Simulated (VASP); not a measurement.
# Rb (Im-3m) in VASP: single point with r2SCAN

Aim: the single point of Rb with r2SCAN.

Program: VASP 6.6.1. These are calculated values, not measurements. Logs are shortened: lines on timing, memory, paths and dates and some standing lists are left out, and cuts for length are marked.

## (1) The cell of the first run

The structure is cubic, space group Im-3m (No. 229). Conventional cell: a = 5.684 Å, b = 5.684 Å, c = 5.684 Å, α = 90.00°, β = 90.00°, γ = 90.00°.

## (2) Single point, r2SCAN

Contents of POSCAR:

```
Rb
1.0
   -2.8421391500      2.8421391500      2.8421391500
    2.8421391500     -2.8421391500      2.8421391500
    2.8421391500      2.8421391500     -2.8421391500
Rb
1
Direct
    0.0000000000      0.0000000000      0.0000000000
```

Contents of INCAR.step1:

```
ALGO = Normal
EDIFF = 1E-4
ENCUT = 520
GGA = PE
ISMEAR = 1
LASPH = True
LCHARG = False
LREAL = False
LWAVE = True
NBANDS = 10
NELM = 80
PREC = Accurate
SIGMA = 0.1076
```

Contents of INCAR.step2:

```
ALGO = Normal
EDIFF = 1E-6
ENCUT = 520
ISIF = 2
ISMEAR = 1
ISTART = 1
LASPH = True
LCHARG = True
LELF = True
LMIXTAU = True
LREAL = False
LVHAR = True
LWAVE = False
METAGGA = R2SCAN
NBANDS = 10
NELM = 80
PREC = Accurate
SIGMA = 0.1076
```

Contents of KPOINTS:

```
k-points
0
Gamma
  8 8 8
```

Potentials or basis: VASP PAW PBE potentials, release 64 (Rb_sv).

Run with:

```
$ cat potpaw_PBE.64/Rb_sv/POTCAR > POTCAR
$ cp INCAR.step1 INCAR
$ mpirun -np 1 vasp_std > vasp.out
$ cp INCAR.step2 INCAR
$ mpirun -np 1 vasp_std > vasp.out
```

OUTCAR:

```text
EDIFF = 1E-6
   ENCUT = 520
   ISIF = 2
   ISMEAR = 1
   ISTART = 1
   LASPH = True
   LREAL = False
   METAGGA = R2SCAN
   NELM = 80
   PREC = Accurate

 ion  position               nearest neighbor table
   1  0.000  0.000  0.000-

  LATTYP: Found a body centered cubic cell.
 ALAT       =     5.6842783000

  Lattice vectors:

 A1 = (  -2.8421391500,   2.8421391500,   2.8421391500)
 A2 = (   2.8421391500,  -2.8421391500,   2.8421391500)
 A3 = (   2.8421391500,   2.8421391500,  -2.8421391500)

Analysis of symmetry for initial positions (statically):
=====================================================================
 Subroutine PRICEL returns:
 Original cell was already a primitive cell.

 Routine SETGRP: Setting up the symmetry group for a
 body centered cubic supercell.

 Subroutine GETGRP returns: Found 48 space group operations
 (whereof 48 operations were pure point group operations)
 out of a pool of 48 trial point group operations.

The static configuration has the point symmetry O_h .

Analysis of symmetry for dynamics (positions and initial velocities):
=====================================================================
 Subroutine PRICEL returns:
 Original cell was already a primitive cell.

 Routine SETGRP: Setting up the symmetry group for a
 body centered cubic supercell.

 Subroutine GETGRP returns: Found 48 space group operations
 (whereof 48 operations were pure point group operations)
 out of a pool of 48 trial point group operations.

The dynamic configuration has the point symmetry O_h .

 Subroutine INISYM returns: Found 48 space group operations
 (whereof 48 operations are pure point group operations),
 and found     1 'primitive' translations

----------------------------------------------------------------------------------------

                                     Primitive cell

  volume of cell :      91.8324

  direct lattice vectors                    reciprocal lattice vectors
    -2.842139150  2.842139150  2.842139150     0.000000000  0.175923828  0.175923828
     2.842139150 -2.842139150  2.842139150     0.175923828  0.000000000  0.175923828
     2.842139150  2.842139150 -2.842139150     0.175923828  0.175923828  0.000000000

  length of vectors
     4.922729410  4.922729410  4.922729410     0.248793864  0.248793864  0.248793864

  position of ions in fractional coordinates (direct lattice)
     0.000000000  0.000000000  0.000000000

  ion indices of the primitive-cell ions
   primitive index   ion index
                 1           1

----------------------------------------------------------------------------------------

 KPOINTS: k-points

Automatic generation of k-mesh.
 Grid dimensions read from file:
 generate k-points for:    8    8    8

 Generating k-lattice:

  Cartesian coordinates                     Fractional coordinates (reciprocal lattice)
     0.000000000  0.021990479  0.021990479     0.125000000  0.000000000  0.000000000
     0.021990479  0.000000000  0.021990479     0.000000000  0.125000000  0.000000000
     0.021990479  0.021990479  0.000000000     0.000000000  0.000000000  0.125000000

  Length of vectors
     0.031099233  0.031099233  0.031099233

  Shift w.r.t. Gamma in fractional coordinates (k-lattice)
     0.000000000  0.000000000  0.000000000

 Subroutine IBZKPT returns following result:
 ===========================================

 Found     29 irreducible k-points:

 Following reciprocal coordinates:
            Coordinates               Weight
  0.000000  0.000000  0.000000      1.000000
  0.125000  0.000000  0.000000     12.000000
  0.250000  0.000000  0.000000     12.000000
  0.375000  0.000000  0.000000     12.000000
  0.500000  0.000000  0.000000      6.000000
  0.125000  0.125000  0.000000     24.000000
[... 16 lines left out ...]
 -0.250000  0.250000  0.250000      6.000000
 -0.375000  0.375000  0.250000     24.000000
 [... further k-points ...]
   k-points           NKPTS =     29   k-points in BZ     NKDIM =     29   number of bands    NBANDS=     10
   number of dos      NEDOS =    301   number of ions     NIONS =      1
   total plane-waves  NPLWV =  64000
   dimension x,y,z NGX =    40 NGY =   40 NGZ =   40
   dimension x,y,z NGXF=    80 NGYF=   80 NGZF=   80
   ions per type =               1
   NGX,Y,Z   is equivalent  to a cutoff of  13.51, 13.51, 13.51 a.u.
   NGXF,Y,Z  is equivalent  to a cutoff of  27.02, 27.02, 27.02 a.u.
 SYSTEM =  unknown system
   PREC   = accura    normal or accurate (medium, high low for compatibility)
   ISTART =      1    job   : 0-new  1-cont  2-samecut
   ICHARG =      0    charge: 1-file 2-atom 10-const
   ISPIN  =      1    spin polarized calculation?
   LNONCOLLINEAR =      F non collinear calculations
   LSORBIT =      F    spin-orbit coupling
   LASPH  =      T    aspherical Exc in radial PAW
   ENCUT  =  520.0 eV  38.22 Ry    6.18 a.u.   9.15  9.15  9.15*2*pi/ulx,y,z
   NELM   =     80;   NELMIN=  2; NELMDL=  0     # of ELM steps
   EDIFF  = 0.1E-05   stopping-criterion for ELM
   LREAL  =      F    real-space projection
   EDIFFG = 0.1E-04   stopping-criterion for IOM
   NSW    =      0    number of steps for IOM
   IBRION =     -1    ionic relax: 0-MD 1-quasi-New 2-CG
   NFREE  =      0    steps in history (QN), initial steepest desc. (CG)
   ISIF   =      2    stress and relaxation
   ISYM   =      2    0-nonsym 1-usesym 2-fastsym
   POTIM  = 0.5000    time-step for ionic-motion
   TEBEG  =    0.0;   TEEND  =   0.0 temperature during run
   PSTRESS=    0.0 pullay stress
   NELECT =       9.0000    total number of electrons
   NUPDOWN=      -1.0000    fix difference up-down
   EMIN   =  10.00;   EMAX   =-10.00  energy-range for DOS
   EFERMI =   0.00;   METHOD = LEGACY
   ISMEAR =     1;   SIGMA  =   0.11  broadening in eV -4-tet -1-fermi 0-gaus
   EFERMI_NEDOS =   21; number of points for ismear=-14 and -15
   IALGO  =     38    algorithm
   IMIX   =      4    mixing-type and parameters
     AMIX     =   0.40;   BMIX     =  1.00
     AMIX_MAG =   1.60;   BMIX_MAG =  1.00
  volume/ion in A,a.u.               =      91.83       619.72
  Fermi-wavevector in a.u.,A,eV,Ry     =   0.754786  1.426338  7.751259  0.569701
  Thomas-Fermi vector in A             =   1.852532
   LORBIT       =      0    0 simple, 1 ext, 2 COOP (PROOUT), +10 PAW based schemes
   METAGGA = R2SCAN    functional components
   LHFCALC =     F    Hartree Fock is set to
   AEXX    =    0.0000 exact exchange contribution
   IVDW    =     0    specifies the selected vdW correction
   LEPSILON=     F    determine dielectric tensor
   LRPA    =     F    only Hartree local field effects (RPA)
 non-spin polarized calculation
 Methfessel and Paxton  Order N= 1 SIGMA  =   0.11
  energy-cutoff  :      520.00
  volume of cell :       91.83
 maximum number of plane-waves:      2496
 NGX is ok and might be reduce to    40
   NGX = 19   NGY = 19   NGZ = 19

 number of electron       9.0000000 magnetization

 Free energy of the ion-electron system (eV)
  ---------------------------------------------------
  ext. energy  EPLUGINS =         0.00000000
  ---------------------------------------------------
  free energy    TOTEN  =       -13.91123581 eV

  energy without entropy =      -13.90980894  energy(sigma->0) =      -13.91076019

 E-fermi :   0.0984     XC(G=0):  -5.7009

 val. band max:        0.0293900098   @ k =   0.2500   0.2500   0.0000
 cond. band min:       0.1549061844   @ k =  -0.3750   0.3750   0.2500
 fundamental gap:      0.1255161746
 Fermi energy:         0.0983915195

 k-point     1 :       0.0000    0.0000    0.0000
  band No.  band energies     occupation
      1     -30.0328      2.00000
      2     -13.5229      2.00000
      3     -13.5229      2.00000
      4     -13.5229      2.00000
      5      -2.0300      2.00000
      6       4.1543      0.00000
      7       4.1543      0.00000
      8       4.1543      0.00000
      9       5.1272      0.00000
     10       5.1272      0.00000

 k-point     2 :       0.1250    0.0000    0.0000
  band No.  band energies     occupation
      1     -30.0322      2.00000
      2     -13.5372      2.00000
      3     -13.5275      2.00000
      4     -13.5230      2.00000
      5      -1.8369      2.00000
      6       3.7629      0.00000
      7       3.8759      0.00000
      8       4.3303      0.00000
      9       4.8431      0.00000
     10       5.0384      0.00000

 k-point     3 :       0.2500    0.0000    0.0000
  band No.  band energies     occupation
      1     -30.0307      2.00000
      2     -13.5712      2.00000
      3     -13.5384      2.00000
      4     -13.5231      2.00000
      5      -1.2836      2.00000
      6       2.7283      0.00000
      7       3.3957      0.00000
      8       4.8466      0.00000
      9       4.9475      0.00000
     10       4.9842      0.00000

 k-point     4 :       0.3750    0.0000    0.0000
  band No.  band energies     occupation
      1     -30.0291      2.00000
      2     -13.6044      2.00000
      3     -13.5493      2.00000
      4     -13.5232      2.00000
      5      -0.4479      2.00000
      6       1.6586     -0.00000
      7       3.0440      0.00000
      8       4.9657      0.00000
      9       5.1685      0.00000
     10       5.6657      0.00000
[... 222 lines left out ...]
 k-point    22 :       0.2500    0.2500    0.2500
  band No.  band energies     occupation
      1     -30.0282      2.00000
      2     -13.5694      2.00000
      3     -13.5694      2.00000
      4     -13.5694      2.00000
      5       1.3913     -0.00000
      6       1.3913     -0.00000
      7       1.3913     -0.00000
      8       3.2110      0.00000
      9       5.9239      0.00000
     10       5.9239      0.00000

 k-point    23 :      -0.2500    0.2500    0.2500
  band No.  band energies     occupation
      1     -30.0287      2.00000
      2     -13.5727      2.00000
      3     -13.5552      2.00000
      4     -13.5552      2.00000
      5      -0.5998      2.00000
      6       2.5509      0.00000
      7       3.3894      0.00000
      8       3.3894      0.00000
      9       4.9894      0.00000
     10       5.0735      0.00000

 k-point    24 :      -0.3750    0.3750    0.2500
  band No.  band energies     occupation
      1     -30.0274      2.00000
      2     -13.5934      2.00000
      3     -13.5670      2.00000
      4     -13.5578      2.00000
      5       0.1549      0.23272
      6       1.8455     -0.00000
      7       3.2718      0.00000
      8       3.2827      0.00000
      9       4.4907      0.00000
     10       5.6955      0.00000

 [... further k-points ...]

------------------------ aborting loop because EDIFF is reached ----------------------------------------

  FORCE on cell =-STRESS in cart. coord.  units (eV):
  Direction    XX          YY          ZZ          XY          YZ          ZX
  --------------------------------------------------------------------------------------
  -------------------------------------------------------------------------------------
  Total        0.0602818      0.0602818      0.0602818     -0.0000000     -0.0000000     -0.0000000
  in kB        1.0517219      1.0517219      1.0517219     -0.0000000     -0.0000000     -0.0000000
  external PRESSURE =       1.0517219 kB  Pullay stress =       0.0000000 kB

 VOLUME and BASIS-vectors are now :
 -----------------------------------------------------------------------------
  energy-cutoff  :      520.00
  volume of cell :       91.83
      direct lattice vectors                 reciprocal lattice vectors
    -2.842139150  2.842139150  2.842139150     0.000000000  0.175923828  0.175923828
     2.842139150 -2.842139150  2.842139150     0.175923828  0.000000000  0.175923828
     2.842139150  2.842139150 -2.842139150     0.175923828  0.175923828  0.000000000

 POSITION                                       TOTAL-FORCE (eV/Angst)
 -----------------------------------------------------------------------------------
      0.00000      0.00000      0.00000         0.000000      0.000000      0.000000
 -----------------------------------------------------------------------------------
    total drift:                               -0.000000      0.000000     -0.000000

  FREE ENERGIE OF THE ION-ELECTRON SYSTEM (eV)
  ---------------------------------------------------
  free  energy   TOTEN  =       -13.9112358111 eV

  energy  without entropy=      -13.9098089441  energy(sigma->0) =      -13.91076019
```

Wall time 2 min (1 thread of Intel Xeon Platinum 8375C at 2.90GHz (Ice Lake), shared host); peak memory 0.25 GiB.

What came out:

```
Free energy            : -13.9112 eV
Pressure               : 0.1 GPa
Band gap on the k mesh : zero (an odd number of electrons rules out a gap without spin polarisation)
```

Levels at points of the mesh, in eV from the Fermi level:
| k point | band 1 | band 2 | band 3 | band 4 | band 5 | band 6 | band 7 | band 8 | band 9 |
| --- | --- | --- | --- | --- | --- | --- | --- | --- | --- |
| (0.00, 0.00, 0.00) | -30.13 | -13.62 | -13.62 | -13.62 | -2.13 | 4.06 | 4.06 | 4.06 | 5.03 |
| (0.50, 0.00, 0.00) | -30.13 | -13.72 | -13.65 | -13.62 | 0.30 | 0.66 | 2.82 | 4.73 | 5.44 |
| (0.50, 0.50, 0.50) | -30.12 | -13.69 | -13.69 | -13.69 | 1.27 | 1.27 | 3.45 | 3.45 | 3.45 |

Caveat: the PAW data sets were made with another functional, which shifts forces and pressure a little.

The gap in the log of VASP goes by the Fermi energy; the results here count the filled bands.